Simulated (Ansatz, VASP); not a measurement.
**GaP in VASP and in Ansatz**

File INCAR:

```
  PREC = Accurate
  ENCUT = 600
  EDIFF = 1E-6
  ISMEAR = -1
  SIGMA = 0.05
  LREAL = F
  LASPH = T
  NELM = 60
  ALGO = Normal
  ISIF = 3
  LWAVE = F
  LCHARG = F
  GGA = PE
  IBRION = 2
  NSW = 80
  EDIFFG = -0.005
```

File KPOINTS:

```
Automatic mesh
0
Gamma
  8 8 8
```

The input POSCAR:

```
GaP
1.0
    0.0000000000      2.7252500000      2.7252500000
    2.7252500000      0.0000000000      2.7252500000
    2.7252500000      2.7252500000      0.0000000000
Ga P
1 1
Direct
    0.0000000000      0.0000000000      0.0000000000
    0.7500000000      0.7500000000      0.7500000000
```

The input input.yaml:

```yaml
crystal:
  lattice:
    - [0.0, 2.72525, 2.72525]
    - [2.72525, 0.0, 2.72525]
    - [2.72525, 2.72525, 0.0]
  atoms:
    - { symbol: Ga, position: [0.0, 0.0, 0.0] }
    - { symbol: P, position: [0.75, 0.75, 0.75] }
kpoints:
  mp_grid: { grid: [8, 8, 8] }
scf:
  occupations: { method: fermi_dirac, width: 0.05 }
hamiltonian:
  xc: pbe
  pseudopotentials: { kind: all_electron, lapw: { basis_error: 0.001 } }
output:
  forces: true
  stress: true
relax:
  f_tol: 0.005
  max_steps: 60
  cell: {}
```

Alike in both runs: task relaxation of cell and atoms; functional PBE; k mesh 8 × 8 × 8; occupations fermi-dirac, width 0.05 eV; no spin polarisation.

|  | VASP | Ansatz |
| --- | --- | --- |
| version | VASP 6.6.1 | Ansatz 0.2.0 |
| potentials or method | VASP PAW PBE potentials, release 64 (Ga_d, P), cutoff 600 eV | all-electron LAPW, scalar-relativistic |

Ansatz gave:

```
relaxed volume (Å³/atom)                                     : 20.85
relaxed cell length with the largest relative difference (Å) : 3.892
```

Estimate VASP's values.

relaxed volume (Å³/atom): 20.86; relaxed cell length with the largest relative difference (Å): 3.893.

Ansatz ran all-electron here, and VASP with PAW potentials.
